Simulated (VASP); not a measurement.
**V: single point with PBE**

V:

```
CELL_PARAMETERS angstrom
-1.38250 1.38250 1.38250
1.38250 -1.38250 1.38250
1.38250 1.38250 -1.38250
ATOMIC_POSITIONS crystal
V 0.00000 0.00000 0.00000
```

| Quantity | Value |
| --- | --- |
| Program | VASP 6.6.1 |
| Task | single point |
| Functional | PBE |
| Potentials or basis | VASP PAW PBE potentials, release 64 (V_sv) |
| Cutoff | 520 eV |
| k mesh | 19 × 19 × 19 |
| Occupations | fermi-dirac, width 0.1 eV |
| Spin | no spin polarisation |

The pressure is 70.0 GPa. The band gap on the k mesh is zero (an odd number of electrons rules out a gap without spin polarisation).

Levels at points of the mesh, in eV from the Fermi level:
```tsv
k point	band 4	band 5	band 6	band 7	band 8	band 9
(0.00, 0.00, 0.00)	-36.29	-6.96	0.38	0.38	0.38	3.08
```

Run time: 33 s on 1 thread of Intel Xeon 8259CL, with other jobs on the host, peak memory 0.14 GiB.

Caveat: the cell stands under pressure.
